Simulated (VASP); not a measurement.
Zn5BiO:

```
Zn Bi O
1.0
     0.00000    3.78000    3.78000
     3.78000    0.00000    3.78000
     3.78000    3.78000    0.00000
Zn Bi O
5 1 1
Direct
  0.64000 0.64000 0.64000
  0.08000 0.64000 0.64000
  0.64000 0.08000 0.64000
  0.64000 0.64000 0.08000
  0.25000 0.25000 0.25000
  0.00000 0.00000 0.00000
  0.50000 0.50000 0.50000
```

| Quantity | Value |
| --- | --- |
| Program | VASP 6.6.1 |
| Task | relaxation of cell and atoms |
| Functional | PBE |
| Potentials or basis | VASP PAW PBE potentials, release 64 (Zn, Bi_d, O) |
| Cutoff | 600 eV |
| k mesh | 4 × 4 × 4 |
| Occupations | gaussian, width 0.2 eV |
| Spin | no spin polarisation |

At the start: pressure 21.6 GPa; volume 15.43 Å³/atom.

Q: Where does the relaxation end?

A: Over 5 steps the energy falls by 207.1 meV/atom and the volume is 19.24 Å³/atom (+24.7 %); space group F-43m (No. 216, to 0.05 Å).

The path:
```csv
step,energy change (eV),largest force (eV/Å),pressure (GPa),volume (Å³)
1,0.0000,0.2519,21.57,108.02
2,-1.3262,0.4750,-3.41,143.87
3,-1.4379,0.3607,0.30,133.76
4,-1.4382,0.3682,0.05,134.32
5,-1.4499,0.0199,0.00,134.71
```

Final structure:
```xyz
7
Lattice="0.0000 4.0687 4.0687 4.0687 0.0000 4.0687 4.0687 4.0687 0.0000" Properties=species:S:1:pos:R:3 pbc="T T T"
Zn    5.2041    5.2041    5.2041
Zn    5.2041    2.9333    2.9333
Zn    2.9333    5.2041    2.9333
Zn    2.9333    2.9333    5.2041
Zn    2.0344    2.0344    2.0344
Bi    0.0000    0.0000    0.0000
O     4.0687    4.0687    4.0687
```

Caveat: the volume moved by over 15 % at a fixed basis, so the end points are rough; an odd number of electrons without spin polarisation forces a metal; a magnetic or distorted state may lie lower; the relaxation stopped at a loose force limit of 0.08 eV/Å, so its end isn't a converged minimum.
